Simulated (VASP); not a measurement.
Wanted: the native input for a VASP 6.6.1 run.

```yaml
Task: relaxation of cell and atoms
Functional: LDA
Potentials_or_basis: VASP PAW LDA potentials, release 64 (Sb, Ni)
Cutoff: 600 eV
k_mesh: 6 × 6 × 4
Occupations: fermi-dirac, width 0.05 eV
Spin: collinear spin, ferromagnetic start
Starting_moments: "[0.0, 0.0, 1.0, 1.0] μB"
Target_pressure: 30 GPa
Dipole_correction: no
Further_INCAR_settings: ALGO = Normal; EDIFF = 1e-06; IBRION = 2; EDIFFG = -0.01; NSW = 60; ISIF = 3
```

The structure of NiSb lies in POSCAR:

```
NiSb
1.0
    3.9280000000      0.0000000000      0.0000000000
   -1.9640000000      3.4017477861      0.0000000000
    0.0000000000      0.0000000000      5.1200000000
Sb Ni
2 2
Direct
    0.6666666667      0.3333333333      0.7500000000
    0.3333333333      0.6666666667      0.2500000000
    0.0000000000      0.0000000000      0.5000000000
    0.0000000000      0.0000000000      0.0000000000
```

One way to write it, as run:

INCAR

```
SYSTEM = NiSb
  ALGO = Normal
  EDIFF = 1E-6
  EDIFFG = -0.01
  ENCUT = 600
  GGA = CA
  IBRION = 2
  ISIF = 3
  ISMEAR = -1
  ISPIN = 2
  LASPH = .TRUE.
  LCHARG = .FALSE.
  LMAXMIX = 4
  LORBIT = 11
  LREAL = .FALSE.
  LWAVE = .FALSE.
  MAGMOM = 0 0 1 1
  NELM = 150
  NSW = 60
  PREC = Accurate
  PSTRESS = 300.0
  SIGMA = 0.05
```

KPOINTS

```
k-points
0
G
  6 6 4
  0 0 0
```

Potentials or basis: VASP PAW LDA potentials, release 64 (Sb, Ni).

Launch:

```console
$ cat potpaw_LDA.64/Sb/POTCAR potpaw_LDA.64/Ni/POTCAR > POTCAR
$ mpirun -np 1 vasp_std > vasp.out
```

Results of the run:

| Property | Result |
| --- | --- |
| Relaxed volume | 14.16 Å³/atom |
| Relaxed cell | a = 3.688 Å, b = 3.688 Å, c = 4.810 Å, α = 90.00°, β = 90.00°, γ = 120.00° |
| Space group after relaxing (to 0.1 Å) | P6_3/mmc (No. 194) |
| Energy change on relaxing (the run minimises the enthalpy) | +171.0 meV/atom |
| Ionic steps | 5 |
| Pressure after relaxing | 30.0 GPa |
| Band gap on the k mesh | zero (filled and empty bands overlap) |
| Net moment | 0.00 μB per cell |
| Valence electrons inside the program's atomic spheres | Sb 2.62; Ni 9.84 |

Caveat: the cell is relaxed towards a set pressure, so the run minimises the enthalpy, not the energy; the volume moved by over 15 % at a fixed basis, so the end points are rough; the moments typed at the start vanished in this run; spin-orbit coupling is left out, which moves the levels of the heavy elements.

It took 4.2 min on 1 thread of Intel(R) Xeon(R) Platinum 8488C (Sapphire Rapids), with other jobs on the host, peak memory 0.23 GiB.
